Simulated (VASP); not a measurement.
Set up this calculation in VASP 6.6.1, as the native input.

```
Task                   : single point
Functional             : PBEsol
Potentials or basis    : VASP PAW PBE potentials, release 64 (H, F, Li_sv)
Cutoff                 : 880 eV
k mesh                 : 1 × 1 × 1, shifted
Occupations            : methfessel-paxton, width 0.05 eV
Spin                   : no spin polarisation
Dipole correction      : no
Further INCAR settings : LREAL = Auto; ALGO = Normal; EDIFF = 1e-06; NBANDS = 108; ISYM = -1
```

The structure of Li27H20F7 lies in POSCAR:

```
Li27H20F7
1.0
    0.0000000000      5.9803110000      5.9803110000
    5.9803110000      0.0000000000      5.9803110000
    5.9803110000      5.9803110000      0.0000000000
H F Li
20 7 27
Direct
    0.4939070000      0.1687640000      0.1748130000
    0.1719730000      0.5015560000      0.4999030000
    0.5084210000      0.8315010000      0.1601080000
    0.5090930000      0.1639600000      0.8332020000
    0.8385410000      0.4955880000      0.4914420000
    0.1681000000      0.5045570000      0.1673560000
    0.5072810000      0.1700030000      0.4898210000
    0.8275590000      0.4893630000      0.1772430000
    0.1669210000      0.4996100000      0.8354760000
    0.8232260000      0.5082010000      0.8409830000
    0.4990660000      0.4990420000      0.1689440000
    0.1650780000      0.8372050000      0.4942430000
    0.4923780000      0.5089100000      0.8416470000
    0.1706850000      0.1644780000      0.1602440000
    0.8302800000      0.1692480000      0.1718640000
    0.1663400000      0.8359240000      0.1729700000
    0.1576300000      0.1623260000      0.8333870000
    0.8314950000      0.8434230000      0.1659800000
    0.8353870000      0.1691160000      0.8354960000
    0.8308150000      0.8357340000      0.8342660000
    0.4908330000      0.8377970000      0.8317220000
    0.4975970000      0.8386590000      0.4976420000
    0.1645340000      0.1679650000      0.4898020000
    0.8365150000      0.1568810000      0.5018730000
    0.8263110000      0.8348730000      0.4935500000
    0.5012950000      0.5088840000      0.4945530000
    0.1615240000      0.8315470000      0.8391910000
    0.9947280000      0.9970210000      0.0069340000
    0.6628130000      0.9969050000      0.0020890000
    0.0044710000      0.6670030000      0.9929280000
    0.9942500000      0.0110540000      0.6686380000
    0.3295640000      0.3399910000      0.3239430000
    0.6635160000      0.6676750000      0.0062530000
    0.6753270000      0.0030660000      0.6618430000
    0.9906680000      0.6754070000      0.6604440000
    0.6535450000      0.6724250000      0.6708440000
    0.0115990000      0.9945330000      0.3355700000
    0.3214630000      0.3471880000      0.0135150000
    0.6654950000      0.9961460000      0.3354970000
    0.9929670000      0.6744270000      0.3336270000
    0.3393010000      0.3218650000      0.6676980000
    0.6646840000      0.6739340000      0.3337250000
    0.9972270000      0.3336750000      0.9969970000
    0.3356760000      0.9954520000      0.3338020000
    0.6670570000      0.3369640000      0.0033810000
    0.9980820000      0.3302420000      0.6723920000
    0.3327410000      0.6654930000      0.3369790000
    0.6700940000      0.3261570000      0.6634840000
    0.3456540000      0.9843850000      0.9991020000
    0.0018640000      0.3352620000      0.3380150000
    0.3386950000      0.6648080000      0.0006140000
    0.3304660000      0.0018950000      0.6699490000
    0.6620620000      0.3407230000      0.3320890000
    0.3398150000      0.6768890000      0.6662930000
```

The input as run:

INCAR

```
SYSTEM = Li27H20F7
PREC = Accurate ; ENCUT = 880
EDIFF = 1E-6 ; ISMEAR = 1
SIGMA = 0.05 ; LREAL = Auto
LASPH = .TRUE. ; NELM = 120
ALGO = Normal ; ISIF = 2
LWAVE = .FALSE. ; LCHARG = .FALSE.
GGA = PS ; NBANDS = 108
ISYM = -1 ; GGA_COMPAT = .FALSE.
```

KPOINTS

```
explicit points
1
Reciprocal
  0.25000000   0.25000000   0.25000000 1
```

Potentials or basis: VASP PAW PBE potentials, release 64 (H, F, Li_sv).

Command:

```console
$ cat potpaw_PBE.64/H/POTCAR potpaw_PBE.64/F/POTCAR potpaw_PBE.64/Li_sv/POTCAR > POTCAR
$ mpirun -np 1 vasp_std > vasp.out
```

Results of the run:

```
Pressure               : 0.8 GPa
Largest force          : 0.606 eV/Å
Band gap on the k mesh : 5.07 eV
```

Caveat: the PAW data sets were made with another functional, which shifts forces and pressure a little; a shifted mesh leaves out Γ, where band edges can lie.

Run time: 7.2 min on 1 thread of Intel(R) Xeon(R) Platinum 8259CL CPU @ 2.50GHz (Skylake/Cascade Lake), on a shared host, peak memory 1.1 GiB.
